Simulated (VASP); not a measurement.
Write the native input for VASP 6.6.1 that does the following.

```yaml
Task: single point
Functional: LDA
Potentials_or_basis: VASP PAW LDA potentials, release 64 (Sn_d, As)
Cutoff: 520 eV
k_mesh: 9 × 9 × 9
Occupations: methfessel-paxton, width 0.1 eV
Spin: no spin polarisation
Dipole_correction: no
Further_INCAR_settings: ALGO = Normal; EDIFF = 1e-06; NBANDS = 16
```

The structure of SnAs lies in POSCAR:

```
SnAs
1.0
    4.0170740000      0.0000000000      0.0000000000
    2.0085370000      3.4788881329      0.0000000000
    2.0085370000      1.1596293776      3.2799271863
Sn As
1 1
Direct
    0.0000000000      0.0000000000      0.0000000000
    0.5000000000      0.5000000000      0.5000000000
```

These files were run (other wordings do the same):

INCAR

```
SYSTEM = SnAs
  PREC = Accurate
  ENCUT = 520
  EDIFF = 1E-6
  ISMEAR = 1
  SIGMA = 0.1
  LREAL = .False.
  LASPH = .True.
  NELM = 60
  ALGO = Normal
  ISIF = 2
  LWAVE = .False.
  LCHARG = .True.
  GGA = CA
  LELF = .True.
  LVHAR = .True.
  NBANDS = 16
```

KPOINTS

```
regular mesh
0
Gamma
  9 9 9
  0 0 0
```

Potentials or basis: VASP PAW LDA potentials, release 64 (Sn_d, As).

Launch:

```sh
$ cat potpaw_LDA.64/Sn_d/POTCAR potpaw_LDA.64/As/POTCAR > POTCAR
$ mpirun -np 1 vasp_std > vasp.out
```

It gave:

The pressure is -0.2 GPa.

It took 25 s on 1 thread of Intel Xeon 8259CL, with other jobs on the host, peak memory 0.16 GiB.
